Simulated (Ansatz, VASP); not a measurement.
**Two plane-wave programs on ZrAl2N3**

```xyz
12
Lattice="3.2806 0.0000 0.0000 -1.6403 2.8411 0.0000 0.0000 0.0000 16.9531" Properties=species:S:1:pos:R:3 pbc="T T T"
Zr    1.6403    0.9470    2.8255
Zr    1.6403    0.9470   14.1276
Al    0.0000    1.8941    0.0000
Al    0.0000    1.8941    5.6510
Al    0.0000    1.8941   11.3021
Al    1.6403    0.9470    8.4766
N     0.0000    0.0000   15.5404
N     0.0000    0.0000    4.2383
N     0.0000    0.0000    9.8893
N     0.0000    0.0000    1.4128
N     0.0000    0.0000    7.0638
N     0.0000    0.0000   12.7148
```

Alike in both runs: task single point; functional PBE; k mesh 6 × 6 × 1; occupations gaussian, width 0.1 eV; no spin polarisation.

|  | VASP | Ansatz |
| --- | --- | --- |
| version | VASP 6.6.1 | Ansatz 0.2.0 |
| potentials or method | VASP PAW PBE potentials, release 64 (Zr_sv, Al, N), cutoff 520 eV | scalar-relativistic, plane waves, PAW |
| valence electrons in the cell | 66 | 66 |

VASP gave:

- gap on the k mesh at the Fermi level (eV): none
- rms of the force components (eV/Å): 0.274

Which values does Ansatz return?

gap on the k mesh at the Fermi level (eV): none; rms of the force components (eV/Å): 0.271.

Atom by atom the forces differ by 0.003 eV/Å (rms over components). A gap of «none» marks a metal or a gap that the smearing closes.

The k mesh is coarse, so the values compare programs but aren't converged.
